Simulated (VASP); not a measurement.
Ge: single point with PBE

Ge:

```
Ge
1.0
     0.00000    2.97021    2.82877
     2.68733    0.00000    2.82877
     2.68733    2.97021    0.00000
Ge
2
Direct
  0.50000 0.50000 0.50000
  0.75000 0.75000 0.75000
```

This cell differs from its parent crystal: strain -0.0500 x Voigt [1, -1, 0, 0, 0, 0].

```yaml
Program: VASP 6.6.1
Task: single point
Functional: PBE
Potentials_or_basis: VASP PAW PBE potentials, release 64 (Ge_d)
Cutoff: 520 eV
k_mesh: 14 × 14 × 14
Occupations: gaussian, width 0.15 eV
Spin: no spin polarisation
```

```
Pressure               : 3.8 GPa
Band gap on the k mesh : zero (band 14 reaches 5.13 eV, above the bottom of band 15 at 5.08 eV)
```

Stress tensor (GPa, compression positive):
```
6.88 0.00 0.00
0.00 0.03 0.00
0.00 0.00 4.34
```

Levels at points of the mesh, in eV from the Fermi level:
```
           k point  band 11  band 12  band 13  band 14  band 15  band 16  band 17  band 18
(0.00, 0.00, 0.00)   -12.87    -0.50    -0.11    -0.05     0.28     2.25     2.51     2.74
(0.50, 0.00, 0.00)   -10.77    -7.69    -1.88    -1.11    -0.03     3.47     4.01     7.13
(0.50, 0.50, 0.00)    -8.97    -8.97    -3.14    -3.14     0.67     0.67     8.93     8.93
(0.50, 0.00, 0.50)    -9.22    -9.22    -2.80    -2.80     1.08     1.08     9.23     9.23
(0.00, 0.50, 0.50)    -8.73    -8.73    -3.50    -3.50     0.28     0.28     9.32     9.32
```

Wall time 4.4 min on 1 thread of Oxide Virtual Turin-like Processor, on a shared host, peak memory 0.38 GiB.

Caveat: the cell differs from its parent crystal (strain -0.0500 x Voigt [1, -1, 0, 0, 0, 0]).
